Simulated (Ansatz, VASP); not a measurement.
## CaCo in VASP and in Ansatz

Contents of INCAR:

```
SYSTEM = CaCo
PREC     = Accurate       ! precision mode
ENCUT    = 520            ! plane-wave cutoff, eV
EDIFF    = 1E-6           ! SCF threshold, eV
ISMEAR   = -1             ! smearing method
SIGMA    = 0.05           ! smearing width, eV
LREAL    = .False.        ! projectors in reciprocal space
LASPH    = .True.         ! aspherical terms in the spheres
NELM     = 150            ! most SCF steps
ALGO     = Fast           ! electronic algorithm
ISIF     = 2              ! what is computed and relaxed
LWAVE    = .False.        ! write WAVECAR
LCHARG   = .False.        ! write CHGCAR
ISPIN    = 2              ! spin polarisation
MAGMOM   = 0 2            ! initial moments
LORBIT   = 11             ! projections on sites
LMAXMIX  = 4              ! l up to which the mixer works
GGA      = PE             ! functional
NBANDS   = 20             ! bands
```

KPOINTS

```
Automatic mesh
0
Gamma
  9 9 9
  0 0 0
```

File POSCAR:

```
CaCo
1.0
    0.0000000000      2.5862409859      2.5862409859
    2.5862409859      0.0000000000      2.5862409859
    2.5862409859      2.5862409859      0.0000000000
Ca Co
1 1
Direct
    0.5000000000      0.5000000000      0.5000000000
    0.0000000000      0.0000000000      0.0000000000
```

The input input.yaml:

```yaml
crystal:
  lattice:
    - [0.0, 2.5862409859, 2.5862409859]
    - [2.5862409859, 0.0, 2.5862409859]
    - [2.5862409859, 2.5862409859, 0.0]
  atoms:
    - { symbol: Ca, position: [0.5, 0.5, 0.5] }
    - { symbol: Co, position: [0.0, 0.0, 0.0], spin: 2.0 }
kpoints:
  mp_grid: { grid: [9, 9, 9] }
scf:
  occupations: { method: fermi_dirac, width: 0.05 }
hamiltonian:
  xc: pbe
  pseudopotentials: { kind: all_electron, lapw: { basis_error: 0.0005 } }
magnetization:
  spin_polarized: true
output:
  forces: true
  stress: true
  eigenvalues: true
```

Change from the starting cell: volume scaled by 1.02.

Alike in both runs: task single point; functional PBE; k mesh 9 × 9 × 9; occupations fermi-dirac, width 0.05 eV; collinear spin.

|  | VASP | Ansatz |
| --- | --- | --- |
| version | VASP 6.6.1 | Ansatz 0.2.0 |
| potentials or method | VASP PAW PBE potentials, release 64 (Ca_sv, Co), cutoff 520 eV | all-electron LAPW, scalar-relativistic |

Ansatz gave:

| Property | Result |
| --- | --- |
| gap on the k mesh at the Fermi level (eV) | none |
| pressure (GPa) | 19.8 |
| net moment per atom (μB) | 0.50 |
| size of the moment on the site where the two differ most (μB) | 1.19 |

Problem. What did VASP give for the same quantities?

Solution. gap on the k mesh at the Fermi level (eV): none; pressure (GPa): 19.9; net moment per atom (μB): 0.50; size of the moment on the site where the two differ most (μB): 1.16.

Site moments also hang on the region over which each program counts them. A gap of «none» marks a metal or a gap that the smearing closes. Ansatz ran all-electron here, and VASP with PAW potentials.
